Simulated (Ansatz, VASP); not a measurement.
## BN: VASP beside Ansatz

```
B N
1.0
     1.81300   -1.81300    0.00000
     1.81300    0.00000   -1.81300
     7.25200    7.25200    7.25200
B N
6 6
Direct
  0.66667 0.66667 0.16667
  0.00000 0.00000 0.00000
  0.33333 0.33333 0.33333
  0.66667 0.66667 0.66667
  0.00000 0.00000 0.50000
  0.33333 0.33333 0.83333
  0.66667 0.66667 0.54167
  0.00000 0.00000 0.37500
  0.33333 0.33333 0.70833
  0.66667 0.66667 0.04167
  0.00000 0.00000 0.87500
  0.33333 0.33333 0.20833
```

Alike in both runs: task single point; functional LDA; k mesh 10 × 10 × 2; occupations gaussian, width 0.05 eV; no spin polarisation.

|  | VASP | Ansatz |
| --- | --- | --- |
| version | VASP 6.6.1 | Ansatz 0.2.0 |
| potentials or method | VASP PAW LDA potentials, release 64 (B, N), cutoff 520 eV | scalar-relativistic, plane waves, PAW |
| valence electrons in the cell | 48 | 48 |

|  | VASP | Ansatz | Ansatz less VASP |
| --- | --- | --- | --- |
| gap on the k mesh at the Fermi level (eV) | 4.33 | 4.35 | +0.017 |
| least direct gap on the mesh (eV) | 6.26 | 6.28 | +0.016 |
| pressure (GPa) | -13.4 | -14.2 | -0.83 |

LDA's correlation is that of Perdew and Zunger in VASP and of Perdew and Wang (1992) in Ansatz.
